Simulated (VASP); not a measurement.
# TePb (Fm-3m) in VASP: notebook, part 2 of 2

VASP 6.6.1.

### 5 Single point, LDA, collinear spin, ferromagnetic start (volume scaled by 0.96)

Input file INCAR:

```
PREC = Accurate
ENCUT = 520
EDIFF = 1E-7
ISMEAR = 1
SIGMA = 0.1
LREAL = False
LASPH = True
NELM = 150
ALGO = Normal
ISIF = 2
LWAVE = False
LCHARG = True
ISPIN = 2
MAGMOM = 0.01 0
LORBIT = 11
GGA = CA
LELF = True
LVHAR = True
NBANDS = 21
```

Input file KPOINTS:

```
Automatic mesh
0
Gamma
  7 7 7
```

Input file POSCAR:

```
TePb
1.0
    0.0000000000      3.1873324849      3.1873324849
    3.1873324849      0.0000000000      3.1873324849
    3.1873324849      3.1873324849      0.0000000000
Pb Te
1 1
Direct
    0.0000000000      0.0000000000      0.0000000000
    0.5000000000      0.5000000000      0.5000000000
```

Potentials or basis: VASP PAW LDA potentials, release 64 (Pb_d, Te).

The run is started by

```
> cat potpaw_LDA.64/Pb_d/POTCAR potpaw_LDA.64/Te/POTCAR > POTCAR
> mpirun -np 1 vasp_std > vasp.out
```

OUTCAR:

```text
PREC = Accurate
   ENCUT = 520
   EDIFF = 1E-7
   ISMEAR = 1
   LREAL = False
   LASPH = True
   NELM = 150
   ISIF = 2
   ISPIN = 2
   LORBIT = 11
   GGA = CA

 ion  position               nearest neighbor table
   1  0.000  0.000  0.000-   2 3.19   2 3.19   2 3.19   2 3.19   2 3.19   2 3.19
   2  0.500  0.500  0.500-   1 3.19   1 3.19   1 3.19   1 3.19   1 3.19   1 3.19

  LATTYP: Found a face centered cubic cell.
 ALAT       =     6.3746649698

  Lattice vectors:

 A1 = (   0.0000000000,   3.1873324849,   3.1873324849)
 A2 = (   3.1873324849,   0.0000000000,   3.1873324849)
 A3 = (   3.1873324849,   3.1873324849,   0.0000000000)

[... 1168 lines left out ...]
 VOLUME and BASIS-vectors are now :
 -----------------------------------------------------------------------------
  energy-cutoff  :      520.00
  volume of cell :       64.76
      direct lattice vectors                 reciprocal lattice vectors
     0.000000000  3.187332485  3.187332485    -0.156870989  0.156870989  0.156870989
     3.187332485  0.000000000  3.187332485     0.156870989 -0.156870989  0.156870989
     3.187332485  3.187332485  0.000000000     0.156870989  0.156870989 -0.156870989

 POSITION                                       TOTAL-FORCE (eV/Angst)
 -----------------------------------------------------------------------------------
      0.00000      0.00000      0.00000         0.000000      0.000000     -0.000000
      3.18733      3.18733      3.18733         0.000000     -0.000000      0.000000
 -----------------------------------------------------------------------------------
    total drift:                               -0.000000      0.000000      0.000000

  FREE ENERGIE OF THE ION-ELECTRON SYSTEM (eV)
  ---------------------------------------------------
  free  energy   TOTEN  =        -8.7766069003 eV

  energy  without entropy=       -8.7768567062  energy(sigma->0) =       -8.77669017

 total charge

# of ion       s       p       d       tot
------------------------------------------
    1        1.454   0.622   9.831  11.908
    2        1.384   2.004   0.023   3.411
--------------------------------------------------
tot          2.838   2.626   9.854  15.318

 magnetization (x)

# of ion       s       p       d       tot
------------------------------------------
    1       -0.000  -0.000   0.000  -0.000
    2        0.000   0.000  -0.000   0.000
--------------------------------------------------
tot         -0.000  -0.000   0.000  -0.000
```

Wall time 1.7 min (1 thread of Intel Xeon 8259CL, shared host); peak memory 0.2 GiB.

Results:

```yaml
Free_energy: -8.7766 eV
Pressure: 0.2 GPa
Net_moment: 0.00 μB per cell
Valence_electrons_inside_the_program's_atomic_spheres: Pb 11.91; Te 3.41
```

Caveat: this odd mesh misses L, where the gap lies, so gap, dielectric constants and Born charges aren't listed; spin-orbit coupling is left out, which moves the levels of the heavy elements.

### 6 Single point, LDA, collinear spin, ferromagnetic start (volume scaled by 0.98)

Input file INCAR:

```
SYSTEM = TePb
ALGO = Normal
EDIFF = 1E-7
ENCUT = 520
GGA = CA
ISIF = 2
ISMEAR = 1
ISPIN = 2
LASPH = .True.
LCHARG = .False.
LORBIT = 11
LREAL = .False.
LWAVE = .False.
MAGMOM = 0.01 0
NBANDS = 21
NELM = 150
PREC = Accurate
SIGMA = 0.1
```

Input file KPOINTS:

```
k-points
0
Gamma
  7 7 7
  0 0 0
```

Input file POSCAR:

```
TePb
1.0
    0.0000000000      3.2093147829      3.2093147829
    3.2093147829      0.0000000000      3.2093147829
    3.2093147829      3.2093147829      0.0000000000
Pb Te
1 1
Direct
    0.0000000000      0.0000000000      0.0000000000
    0.5000000000      0.5000000000      0.5000000000
```

Potentials or basis: VASP PAW LDA potentials, release 64 (Pb_d, Te).

The run is started by

```
> cat potpaw_LDA.64/Pb_d/POTCAR potpaw_LDA.64/Te/POTCAR > POTCAR
> mpirun -np 1 vasp_std > vasp.out
```

It took 96 s on 1 thread of Intel Xeon 8259CL, shared host; peak memory 0.21 GiB.

The run converged. Its results:

| Quantity | Value |
| --- | --- |
| Free energy | -8.7743 eV |
| Pressure | -0.8 GPa |
| Net moment | 0.00 μB per cell |
| Valence electrons inside the program's atomic spheres | Pb 11.89; Te 3.40 |

Levels at points of the mesh, in eV from the Fermi level:
Spin up:
| k point | band 8 | band 9 | band 10 | band 11 | band 12 | band 13 |
| --- | --- | --- | --- | --- | --- | --- |
| (0.00, 0.00, 0.00) | -1.38 | -1.38 | -1.38 | 4.06 | 4.06 | 4.06 |
Spin down:
| k point | band 6 | band 7 | band 8 | band 9 | band 10 | band 11 | band 12 | band 13 | band 14 | band 15 |
| --- | --- | --- | --- | --- | --- | --- | --- | --- | --- | --- |
| (0.00, 0.00, 0.00) | -12.18 | -5.58 | -1.38 | -1.38 | -1.38 | 4.06 | 4.06 | 4.06 | 5.78 | 5.78 |

Caveat: this odd mesh misses L, where the gap lies, so gap, dielectric constants and Born charges aren't listed; spin-orbit coupling is left out, which moves the levels of the heavy elements.

### 7 The runs side by side

| task | level | potentials or basis | spin | cell | cutoff (eV) | smearing | pressure (GPa) | moment (μB) |
| --- | --- | --- | --- | --- | --- | --- | --- | --- |
| relaxation of cell and atoms | RPBE+D4 | VASP PAW PBE potentials, release 64 (Pb_d, Te) | off | relaxed from a = 4.569 Å, angles 60.0°, 2 atoms | 600 | fermi-dirac 0.05 eV | 0.0 | - |
| relaxation of cell and atoms | PBEsol+D3(BJ) | VASP PAW PBE potentials, release 64 (Pb_d, Te) | off | relaxed from a = 4.569 Å, angles 60.0°, 2 atoms | 600 | fermi-dirac 0.05 eV | 0.0 | - |
| single point | LDA | VASP PAW LDA potentials, release 64 (Pb_d, Te) | collinear, ferromagnetic start | a = 4.476 Å, angles 60.0°, 2 atoms | 520 | methfessel-paxton 0.1 eV | 1.3 | 0.00 |
| single point | LDA | VASP PAW LDA potentials, release 64 (Pb_d, Te) | collinear, ferromagnetic start | a = 4.508 Å, angles 60.0°, 2 atoms | 520 | methfessel-paxton 0.1 eV | 0.2 | 0.00 |
| single point | LDA | VASP PAW LDA potentials, release 64 (Pb_d, Te) | collinear, ferromagnetic start | a = 4.539 Å, angles 60.0°, 2 atoms | 520 | methfessel-paxton 0.1 eV | -0.8 | 0.00 |

Alike in all rows: k mesh 7 × 7 × 7.

Caveats: spin-orbit coupling is left out, which moves the levels of the heavy elements; the PAW data sets were made with another functional, which shifts forces and pressure a little (some runs); the relaxation stopped at its first step, so nothing moved (some runs).

Total energies depend on the potentials used, so only differences within one code and one set of settings carry meaning.
